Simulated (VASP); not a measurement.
A run of VASP 6.6.1:

File INCAR:

```
SYSTEM = Ta3Ru
PREC = Accurate ; ENCUT = 520
EDIFF = 1E-6 ; ISMEAR = 0
SIGMA = 0.15 ; LREAL = .FALSE.
LASPH = .TRUE. ; NELM = 60
ALGO = Fast ; ISIF = 2
LWAVE = .FALSE. ; LCHARG = .FALSE.
GGA = PS ; NBANDS = 32
```

The input KPOINTS:

```
regular mesh
0
G
  18 18 6
  0 0 0
```

File POSCAR:

```
Ta3Ru
1.0
    1.6427954050     -2.3296371831      0.0000000000
    1.6427954050      2.3296371831      0.0000000000
    0.0000000000      0.0000000000      8.7457723147
Ta Ru
3 1
Direct
    0.5000000000      0.5000000000      0.7635524492
    0.0000000000      0.0000000000      0.5000000000
    0.5000000000      0.5000000000      0.2364475508
    0.0000000000      0.0000000000      0.0000000000
```

Potentials or basis: VASP PAW PBE potentials, release 64 (Ta_pv, Ru_pv).

The run is started by

```bash
$ cat potpaw_PBE.64/Ta_pv/POTCAR potpaw_PBE.64/Ru_pv/POTCAR > POTCAR
$ mpirun -np 1 vasp_std > vasp.out
```

Hardware: 1 thread of Intel(R) Xeon(R) Platinum 8259CL CPU @ 2.50GHz (Skylake/Cascade Lake) (shared host).

**Question.** How long does it take, and how much memory?

**Answer.** Run time: 15 min on 1 thread of Intel(R) Xeon(R) Platinum 8259CL CPU @ 2.50GHz (Skylake/Cascade Lake), with other jobs on the host, peak memory 0.71 GiB. Counts: scf iterations 19, k points 364.
